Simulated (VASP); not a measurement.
# BaTiO3 (P4mm) in VASP: a series of runs

The runs below take BaTiO3 through single point, relaxation of the atoms, with PBE.

Program: VASP 6.6.1. These are calculated values, not measurements. Logs are shortened: lines on timing, memory, paths and dates and some standing lists are left out, and cuts for length are marked.

## 1. The cell of the first run

The structure is tetragonal, space group P4mm (No. 99). Conventional cell: a = 4.045 Å, b = 4.045 Å, c = 4.263 Å, α = 90.00°, β = 90.00°, γ = 90.00°. Ba (site symmetry 4mm) has 12 O at 2.82 to 3.06 Å and 8 Ti at 3.53 to 3.61 Å within 3.7 Å. Within 2.5 Å of Ti (site symmetry 4mm) lie 6 O at 1.80 to 2.47 Å. O (site symmetry 2mm) has 2 Ti at 2.03 Å within 2.7 Å. O (site symmetry 4mm) has 2 Ti at 1.80 to 2.47 Å within 2.5 Å.

## 2. Single point, PBE (equal strain along all axes, cell held: +1.5 %, then relaxed in part)

The input, INCAR:

```
SYSTEM = BaTiO3
ALGO = Normal
EDIFF = 1E-6
ENCUT = 1340
GGA = PE
GGA_COMPAT = .False.
ISIF = 2
ISMEAR = 0
LASPH = .True.
LCHARG = .False.
LREAL = .False.
LWAVE = .False.
NBANDS = 28
NELM = 120
PREC = Accurate
SIGMA = 0.02
```

The input, KPOINTS:

```
k-points
0
Gamma
  8 8 6
  0 0 0
```

The input, POSCAR:

```
BaTiO3
1.0
    4.0452315431      0.0000000000      0.0000000000
    0.0000000000      4.0452315431      0.0000000000
    0.0000000000      0.0000000000      4.2634898911
Ba Ti O
1 1 3
Direct
    0.5000000000      0.5000000000      0.5967617465
    0.0000000000      0.0000000000      0.1117697997
    0.0000000000      0.5000000000      0.0592912147
    0.5000000000      0.0000000000      0.0592912147
    0.0000000000      0.0000000000      0.5328830144
```

Potentials or basis: VASP PAW PBE potentials, release 64 (Ba_sv, Ti_sv, O_h).

The run is started by

```sh
cat potpaw_PBE.64/Ba_sv/POTCAR potpaw_PBE.64/Ti_sv/POTCAR potpaw_PBE.64/O_h/POTCAR > POTCAR
mpirun -np 1 vasp_std > vasp.out
```

OUTCAR:

```text
SYSTEM = BaTiO3
   EDIFF = 1E-6
   ENCUT = 1340
   GGA = PE
   ISIF = 2
   ISMEAR = 0
   LASPH = .True.
   LREAL = .False.
   NELM = 120
   PREC = Accurate

 ion  position               nearest neighbor table
   1  0.500  0.500  0.597-   3 2.82   4 2.82   4 2.82   3 2.82   5 2.87   5 2.87   5 2.87   5 2.87
                             3 3.06   4 3.06   3 3.06   4 3.06   2 3.53   2 3.53   2 3.53   2 3.53
   2  0.000  0.000  0.112-   5 1.80   4 2.03   3 2.03   3 2.03   4 2.03   1 3.53   1 3.53   1 3.53
                             1 3.53   1 3.61   1 3.61   1 3.61   1 3.61
   3  0.000  0.500  0.059-   2 2.03   2 2.03   1 2.82   1 2.82   1 3.06   1 3.06
   4  0.500  0.000  0.059-   2 2.03   2 2.03   1 2.82   1 2.82   1 3.06   1 3.06
   5  0.000  0.000  0.533-   2 1.80   1 2.87   1 2.87   1 2.87   1 2.87

  LATTYP: Found a simple tetragonal cell.
 ALAT       =     4.0452315431
 C/A-ratio  =     1.0539544759

  Lattice vectors:

 A1 = (   4.0452315431,   0.0000000000,   0.0000000000)
 A2 = (   0.0000000000,   4.0452315431,   0.0000000000)
 A3 = (   0.0000000000,   0.0000000000,   4.2634898911)

Analysis of symmetry for initial positions (statically):
=====================================================================
 Subroutine PRICEL returns:
 Original cell was already a primitive cell.

 Routine SETGRP: Setting up the symmetry group for a
 simple tetragonal supercell.

 Subroutine GETGRP returns: Found  8 space group operations
 (whereof  8 operations were pure point group operations)
 out of a pool of 16 trial point group operations.

The static configuration has the point symmetry C_4v.

Analysis of symmetry for dynamics (positions and initial velocities):
=====================================================================
 Subroutine PRICEL returns:
 Original cell was already a primitive cell.

 Routine SETGRP: Setting up the symmetry group for a
 simple tetragonal supercell.

 Subroutine GETGRP returns: Found  8 space group operations
 (whereof  8 operations were pure point group operations)
 out of a pool of 16 trial point group operations.

The dynamic configuration has the point symmetry C_4v.

 Subroutine INISYM returns: Found  8 space group operations
 (whereof  8 operations are pure point group operations),
 and found     1 'primitive' translations

----------------------------------------------------------------------------------------

                                     Primitive cell

  volume of cell :      69.7673

  direct lattice vectors                    reciprocal lattice vectors
     4.045231543  0.000000000  0.000000000     0.247204638  0.000000000  0.000000000
     0.000000000  4.045231543  0.000000000     0.000000000  0.247204638  0.000000000
     0.000000000  0.000000000  4.263489891     0.000000000  0.000000000  0.234549636

  length of vectors
     4.045231543  4.045231543  4.263489891     0.247204638  0.247204638  0.234549636

  position of ions in fractional coordinates (direct lattice)
     0.500000000  0.500000000  0.596761747
     0.000000000  0.000000000  0.111769800
     0.000000000  0.500000000  0.059291215
     0.500000000  0.000000000  0.059291215
     0.000000000  0.000000000  0.532883014

  ion indices of the primitive-cell ions
   primitive index   ion index
                 1           1
                 2           2
                 3           3
                 4           4
                 5           5

----------------------------------------------------------------------------------------

 KPOINTS: k-points

Automatic generation of k-mesh.
 Grid dimensions read from file:
 generate k-points for:    8    8    6

 Generating k-lattice:

  Cartesian coordinates                     Fractional coordinates (reciprocal lattice)
     0.030900580  0.000000000  0.000000000     0.125000000  0.000000000  0.000000000
     0.000000000  0.030900580  0.000000000     0.000000000  0.125000000  0.000000000
     0.000000000  0.000000000  0.039091606     0.000000000  0.000000000  0.166666667

  Length of vectors
[... 48 lines left out ...]

  energy without entropy =      -40.04656837  energy(sigma->0) =      -40.04656837

 E-fermi :   3.9280     XC(G=0): -10.7879

 val. band max:        3.7730258826   @ k =   0.5000   0.5000   0.5000
 cond. band min:       5.5184738497   @ k =   0.0000   0.0000   0.0000
 fundamental gap:      1.7454479671
 Fermi energy:         3.9280119845

 k-point     1 :       0.0000    0.0000    0.0000
  band No.  band energies     occupation
      1     -52.9855      2.00000
      2     -29.3364      2.00000
      3     -29.1621      2.00000
      4     -29.1621      2.00000
      5     -21.5690      2.00000
      6     -13.1717      2.00000
[... 20 lines left out ...]
     27       8.7783      0.00000
     28       9.9467      0.00000

 k-point     2 :       0.1250    0.0000    0.0000
  band No.  band energies     occupation
      1     -52.9854      2.00000
      2     -29.3361      2.00000
      3     -29.1683      2.00000
      4     -29.1618      2.00000
      5     -21.5566      2.00000
      6     -13.1792      2.00000
[... 20 lines left out ...]
     27       9.0409      0.00000
     28      10.3134      0.00000

 k-point     3 :       0.2500    0.0000    0.0000
  band No.  band energies     occupation
      1     -52.9851      2.00000
      2     -29.3355      2.00000
      3     -29.1834      2.00000
      4     -29.1613      2.00000
      5     -21.5263      2.00000
      6     -13.2238      2.00000
[... 20 lines left out ...]
     27       9.6847      0.00000
     28      11.2781      0.00000

 k-point     4 :       0.3750    0.0000    0.0000
  band No.  band energies     occupation
      1     -52.9849      2.00000
      2     -29.3348      2.00000
      3     -29.1984      2.00000
      4     -29.1607      2.00000
      5     -21.4956      2.00000
      6     -13.2942      2.00000
[... 578 lines left out ...]
     27      10.1432      0.00000
     28      11.1497      0.00000

 k-point    23 :       0.3750    0.1250    0.1667
  band No.  band energies     occupation
      1     -52.9846      2.00000
      2     -29.3402      2.00000
      3     -29.1977      2.00000
      4     -29.1667      2.00000
      5     -21.4772      2.00000
      6     -13.1649      2.00000
[... 20 lines left out ...]
     27      10.8481      0.00000
     28      11.5782      0.00000

 k-point    24 :       0.5000    0.1250    0.1667
  band No.  band energies     occupation
      1     -52.9845      2.00000
      2     -29.3399      2.00000
      3     -29.2038      2.00000
      4     -29.1664      2.00000
      5     -21.4657      2.00000
      6     -13.1852      2.00000
[... 20 lines left out ...]
     27      11.1668      0.00000
     28      11.7003      0.00000

 [... further k-points ...]

------------------------ aborting loop because EDIFF is reached ----------------------------------------

  FORCE on cell =-STRESS in cart. coord.  units (eV):
  Direction    XX          YY          ZZ          XY          YZ          ZX
  --------------------------------------------------------------------------------------
  -------------------------------------------------------------------------------------
  Total       -2.0471802     -2.0471802     -0.8257996      0.0000000     -0.0000000      0.0000000
  in kB      -47.0126411    -47.0126411    -18.9641449      0.0000000     -0.0000000      0.0000000
  external PRESSURE =     -37.6631424 kB  Pullay stress =       0.0000000 kB

 VOLUME and BASIS-vectors are now :
 -----------------------------------------------------------------------------
  energy-cutoff  :     1340.00
  volume of cell :       69.77
      direct lattice vectors                 reciprocal lattice vectors
     4.045231543  0.000000000  0.000000000     0.247204638  0.000000000  0.000000000
     0.000000000  4.045231543  0.000000000     0.000000000  0.247204638  0.000000000
     0.000000000  0.000000000  4.263489891     0.000000000  0.000000000  0.234549636

 POSITION                                       TOTAL-FORCE (eV/Angst)
 -----------------------------------------------------------------------------------
      2.02262      2.02262      2.54429         0.000000      0.000000     -0.050350
      0.00000      0.00000      0.47653         0.000000      0.000000     -0.045126
      0.00000      2.02262      0.25279         0.000000     -0.000000      0.019261
      2.02262      0.00000      0.25279         0.000000      0.000000      0.019261
      0.00000      0.00000      2.27194        -0.000000     -0.000000      0.056953
 -----------------------------------------------------------------------------------
    total drift:                                0.000000     -0.000000     -0.000033

  FREE ENERGIE OF THE ION-ELECTRON SYSTEM (eV)
  ---------------------------------------------------
  free  energy   TOTEN  =       -40.0465683658 eV

  energy  without entropy=      -40.0465683658  energy(sigma->0) =      -40.04656837
```

Wall time 7 min (1 thread of AMD EPYC 7R43 (Zen 3), shared host); peak memory 0.63 GiB.

Results:

| Property | Result |
| --- | --- |
| Free energy | -40.0466 eV |
| Pressure | -3.8 GPa |
| Largest force | 0.057 eV/Å |
| Band gap on the k mesh | 1.75 eV (least direct gap 2.32 eV) |

Forces in eV/Å, atoms in the order of the input:
```
Ba   0.000  0.000 -0.050
Ti   0.000  0.000 -0.045
O    0.000  0.000  0.019
O    0.000  0.000  0.019
O    0.000  0.000  0.057
```

Stress tensor (GPa, compression positive):
```
-4.70  0.00  0.00
 0.00 -4.70  0.00
 0.00  0.00 -1.90
```

Levels at points of the mesh, in eV from the valence-band top:
| k point | band 17 | band 18 | band 19 | band 20 | band 21 | band 22 | band 23 | band 24 |
| --- | --- | --- | --- | --- | --- | --- | --- | --- |
| (0.00, 0.00, 0.00) | -1.27 | -1.07 | -0.57 | -0.57 | 1.75 | 2.50 | 2.50 | 3.76 |
| (0.50, 0.00, 0.00) | -1.88 | -1.68 | -1.62 | -1.45 | 2.54 | 3.24 | 3.38 | 3.96 |
| (0.50, 0.50, 0.00) | -2.12 | -1.24 | -1.24 | -0.06 | 3.42 | 3.42 | 3.70 | 3.85 |
| (0.00, 0.00, 0.50) | -2.01 | -1.89 | -0.73 | -0.73 | 1.86 | 3.36 | 3.36 | 3.78 |
| (0.50, 0.00, 0.50) | -1.87 | -1.18 | -1.08 | -0.56 | 3.29 | 3.37 | 3.55 | 4.49 |
| (0.50, 0.50, 0.50) | -2.70 | -0.51 | -0.51 | 0.00 | 3.77 | 3.77 | 3.83 | 5.63 |

Caveat: the cell differs from its parent crystal (equal strain along all axes, cell held: +1.5 %, then relaxed in part); the cell stands under tension; spin-orbit coupling is left out, which moves the levels of the heavy elements.

## 3. Single point, PBE (biaxial strain in the a-b plane: +3.0 %)

The input, INCAR:

```
ALGO = Normal
EDIFF = 1E-6
ENCUT = 1340
GGA = PE
GGA_COMPAT = F
ISIF = 2
ISMEAR = 0
LASPH = T
LCHARG = T
LELF = T
LREAL = F
LVHAR = T
LWAVE = F
NBANDS = 28
NELM = 120
PREC = Accurate
SIGMA = 0.02
```

The input, KPOINTS:

```
k-points
0
Gamma
  8 8 6
```

The input, POSCAR:

```
BaTiO3
1.0
    4.1050132879      0.0000000000      0.0000000000
    0.0000000000      4.1050132879      0.0000000000
    0.0000000000      0.0000000000      4.1248739644
Ba Ti O
1 1 3
Direct
    0.5000000000      0.5000000000      0.5861789671
    0.0000000000      0.0000000000      0.1027879874
    0.0000000000      0.5000000000      0.0625003252
    0.5000000000      0.0000000000      0.0625003252
    0.0000000000      0.0000000000      0.5460293850
```

Potentials or basis: VASP PAW PBE potentials, release 64 (Ba_sv, Ti_sv, O_h).

The run is started by

```sh
cat potpaw_PBE.64/Ba_sv/POTCAR potpaw_PBE.64/Ti_sv/POTCAR potpaw_PBE.64/O_h/POTCAR > POTCAR
mpirun -np 1 vasp_std > vasp.out
```

Wall time 6.2 min (1 thread of Intel Xeon Platinum 8488C (Sapphire Rapids), shared host); peak memory 0.68 GiB.

It converged, with:

- Free energy: -39.9990 eV
- Pressure: -5.7 GPa
- Largest force: 0.194 eV/Å
- Band gap on the k mesh: 1.68 eV (least direct gap 2.13 eV)

Forces in eV/Å, atoms in the order of the input:
```
Ba   0.000  0.000 -0.010
Ti   0.000  0.000  0.136
O    0.000  0.000  0.034
O    0.000  0.000  0.034
O    0.000  0.000 -0.194
```

Stress tensor (GPa, compression positive):
```
-7.24  0.00  0.00
 0.00 -7.24  0.00
 0.00  0.00 -2.63
```

Levels at points of the mesh, in eV from the valence-band top:
```
           k point  band 18  band 19  band 20  band 21  band 22  band 23
(0.00, 0.00, 0.00)    -0.65    -0.45    -0.45     1.68     2.20     2.20
(0.50, 0.00, 0.00)    -1.52    -1.27    -1.10     2.27     3.15     3.26
(0.50, 0.50, 0.00)    -1.21    -1.21    -0.08     3.28     3.28     3.57
(0.00, 0.00, 0.50)    -1.78    -0.70    -0.70     1.82     3.38     3.38
(0.50, 0.00, 0.50)    -0.96    -0.92    -0.31     3.19     3.39     3.61
(0.50, 0.50, 0.50)    -0.23    -0.23     0.00     3.74     3.81     3.81
```

Caveat: the cell differs from its parent crystal (biaxial strain in the a-b plane: +3.0 %); the cell stands under tension; spin-orbit coupling is left out, which moves the levels of the heavy elements.

## 4. Single point, PBE

This run uses another cell than the first one, of 13.14 Å³/atom.

The input, INCAR:

```
  PREC = Accurate
  ENCUT = 1340
  EDIFF = 1E-6
  ISMEAR = 0
  SIGMA = 0.02
  LREAL = F
  LASPH = T
  NELM = 120
  ALGO = Normal
  ISIF = 2
  LWAVE = F
  LCHARG = T
  GGA = PE
  LELF = T
  LVHAR = T
  NBANDS = 28
  GGA_COMPAT = F
```

The input, KPOINTS:

```
regular mesh
0
Gamma
  8 8 6
```

The input, POSCAR:

```
BaTiO3
1.0
    3.9854497974      0.0000000000      0.0000000000
    0.0000000000      3.9854497974      0.0000000000
    0.0000000000      0.0000000000      4.1374754050
Ba Ti O
1 1 3
Direct
    0.5000000000      0.5000000000      0.5871413519
    0.0000000000      0.0000000000      0.1045449601
    0.0000000000      0.5000000000      0.0616190250
    0.5000000000      0.0000000000      0.0616190250
    0.0000000000      0.0000000000      0.5450726280
```

The run is started by

```sh
cat potpaw_PBE.64/Ba_sv/POTCAR potpaw_PBE.64/Ti_sv/POTCAR potpaw_PBE.64/O_h/POTCAR > POTCAR
mpirun -np 1 vasp_std > vasp.out
```

Wall time 6.8 min (1 thread of Intel Xeon Platinum 8259CL at 2.50GHz (Skylake/Cascade Lake), shared host); peak memory 0.66 GiB.

Results (log left out):

```yaml
Free_energy: -40.0580 eV
Pressure: 2.8 GPa
Largest_force: 0.042 eV/Å
Band_gap_on_the_k_mesh: 1.80 eV (least direct gap 2.31 eV)
```

Forces on the atoms (eV/Å):
```
Ba   0.000  0.000 -0.042
Ti   0.000  0.000 -0.038
O    0.000  0.000  0.019
O    0.000  0.000  0.019
O    0.000  0.000  0.041
```

Stress tensor (GPa, compression positive):
```
2.71 0.00 0.00
0.00 2.71 0.00
0.00 0.00 2.99
```

Levels at points of the mesh, in eV from the valence-band top:
| k point | band 16 | band 17 | band 18 | band 19 | band 20 | band 21 | band 22 | band 23 | band 24 | band 25 |
| --- | --- | --- | --- | --- | --- | --- | --- | --- | --- | --- |
| (0.00, 0.00, 0.00) | -1.60 | -1.28 | -0.76 | -0.51 | -0.51 | 1.80 | 2.34 | 2.34 | 4.03 | 4.22 |
| (0.50, 0.00, 0.00) | -1.98 | -1.93 | -1.71 | -1.42 | -1.20 | 2.43 | 3.46 | 3.56 | 4.10 | 5.62 |
| (0.50, 0.50, 0.00) | -2.92 | -1.96 | -1.13 | -1.13 | -0.07 | 3.59 | 3.59 | 3.93 | 4.30 | 7.53 |
| (0.00, 0.00, 0.50) | -2.12 | -2.03 | -2.00 | -0.73 | -0.73 | 1.93 | 3.49 | 3.49 | 4.02 | 5.93 |
| (0.50, 0.00, 0.50) | -2.65 | -1.81 | -1.10 | -1.03 | -0.43 | 3.50 | 3.50 | 3.79 | 4.82 | 7.24 |
| (0.50, 0.50, 0.50) | -2.58 | -2.58 | -0.35 | -0.35 | 0.00 | 4.04 | 4.04 | 4.12 | 6.13 | 6.47 |

Caveat: spin-orbit coupling is left out, which moves the levels of the heavy elements.

## 5. Relaxation of the atoms, PBE (equal strain along all axes, cell held: +4.5 %)

The input, INCAR:

```
PREC = Accurate
ENCUT = 520
EDIFF = 1E-6
ISMEAR = 0
SIGMA = 0.02
LREAL = F
LASPH = T
NELM = 100
ALGO = Normal
ISIF = 2
LWAVE = F
LCHARG = F
GGA = PE
IBRION = 2
NSW = 60
EDIFFG = -0.008
```

The input, KPOINTS:

```
Automatic mesh
0
Gamma
  8 8 6
```

The input, POSCAR:

```
BaTiO3
1.0
    4.1647950370      0.0000000000      0.0000000000
    0.0000000000      4.1647950370      0.0000000000
    0.0000000000      0.0000000000      4.3895043707
Ba Ti O
1 1 3
Direct
    0.5000000000      0.5000000000      0.6048510521
    0.0000000000      0.0000000000      0.1145402535
    0.0000000000      0.5000000000      0.0574081972
    0.5000000000      0.0000000000      0.0574081972
    0.0000000000      0.0000000000      0.5257892901
```

Potentials or basis: VASP PAW PBE potentials, release 64 (Ba_sv, Ti_sv, O).

The run is started by

```sh
cat potpaw_PBE.64/Ba_sv/POTCAR potpaw_PBE.64/Ti_sv/POTCAR potpaw_PBE.64/O/POTCAR > POTCAR
mpirun -np 1 vasp_std > vasp.out
```

Wall time 9.1 min (1 thread of Oxide Virtual Turin-like, shared host); peak memory 0.23 GiB.

The run converged. Its results:

* Free energy: -39.7136 eV
* Energy gained by relaxing: 1.7 meV/atom
* Ionic steps: 9
* Pressure after relaxing: -11.0 GPa
* Largest force after relaxing: 0.004 eV/Å
* Band gap on the k mesh: 1.64 eV (least direct gap 2.20 eV)

Forces in eV/Å, atoms in the order of the input:
```
Ba   0.000  0.000  0.001
Ti   0.000  0.000 -0.004
O    0.000  0.000  0.000
O    0.000  0.000  0.000
O    0.000  0.000  0.004
```

Stress tensor (GPa, compression positive):
```
-13.16   0.00   0.00
  0.00 -13.16   0.00
  0.00   0.00  -6.57
```

Step by step:
| step | energy change (eV) | largest force (eV/Å) | pressure (GPa) |
| --- | --- | --- | --- |
| 1 | 0.0000 | 0.5214 | -12.00 |
| 2 | -0.0050 | 0.3888 | -10.59 |
| 3 | -0.0074 | 0.0704 | -11.12 |
| 4 | -0.0079 | 0.0447 | -11.08 |
| 5 | -0.0080 | 0.0274 | -11.05 |
| 6 | -0.0081 | 0.0238 | -11.04 |
| 7 | -0.0082 | 0.0106 | -10.99 |
| 8 | -0.0082 | 0.0157 | -10.91 |
| 9 | -0.0083 | 0.0042 | -10.96 |

Final structure:
```
Ba Ti O
1.0
     4.16480    0.00000    0.00000
     0.00000    4.16480    0.00000
     0.00000    0.00000    4.38950
Ba Ti O
1 1 3
Direct
  0.50000 0.50000 0.60894
  0.00000 0.00000 0.11642
  0.00000 0.50000 0.05709
  0.50000 0.00000 0.05709
  0.00000 0.00000 0.52045
```

Levels at points of the mesh, in eV from the valence-band top:
```
           k point  band 16  band 17  band 18  band 19  band 20  band 21  band 22  band 23  band 24
(0.00, 0.00, 0.00)    -2.08    -1.26    -1.16    -0.56    -0.56     1.64     2.55     2.55     3.32
(0.50, 0.00, 0.00)    -1.79    -1.70    -1.68    -1.57    -1.45     2.53     2.90     3.10     3.74
(0.50, 0.50, 0.00)    -2.89    -2.27    -1.25    -1.25    -0.05     3.14     3.14     3.34     3.45
(0.00, 0.00, 0.50)    -2.47    -1.89    -1.70    -0.69    -0.69     1.74     3.21     3.21     3.35
(0.50, 0.00, 0.50)    -2.17    -1.87    -1.16    -1.04    -0.60     2.95     3.21     3.26     3.97
(0.50, 0.50, 0.50)    -2.87    -2.55    -0.57    -0.57     0.00     3.42     3.45     3.45     5.12
```

Caveat: the cell differs from its parent crystal (equal strain along all axes, cell held: +4.5 %); spin-orbit coupling is left out, which moves the levels of the heavy elements.

## 6. The runs side by side

| task | potentials or basis | cell | cutoff (eV) | gap on the mesh (eV) | pressure (GPa) | largest force (eV/Å) |
| --- | --- | --- | --- | --- | --- | --- |
| single point | VASP PAW PBE potentials, release 64 (Ba_sv, Ti_sv, O_h) | a = 4.045, b = 4.045, c = 4.263 Å, 5 atoms, atomic positions A | 1340 | 1.75 | -3.8 | 0.06 |
| single point | VASP PAW PBE potentials, release 64 (Ba_sv, Ti_sv, O_h) | a = 4.105, b = 4.105, c = 4.125 Å, 5 atoms, atomic positions B | 1340 | 1.68 | -5.7 | 0.19 |
| single point | VASP PAW PBE potentials, release 64 (Ba_sv, Ti_sv, O_h) | a = 3.985, b = 3.985, c = 4.137 Å, 5 atoms, atomic positions C | 1340 | 1.80 | 2.8 | 0.04 |
| relaxation of the atoms | VASP PAW PBE potentials, release 64 (Ba_sv, Ti_sv, O) | atoms relaxed from a = 4.165, b = 4.165, c = 4.390 Å, 5 atoms, atomic positions D | 520 | 1.64 | -11.0 | - |

Alike in all rows: level PBE; no spin polarisation; k mesh 8 × 8 × 6; smearing gaussian 0.02 eV.

Caveats: spin-orbit coupling is left out, which moves the levels of the heavy elements; the cell stands under tension (at least some runs).

Absolute energies hang on the potentials; compare differences alone.
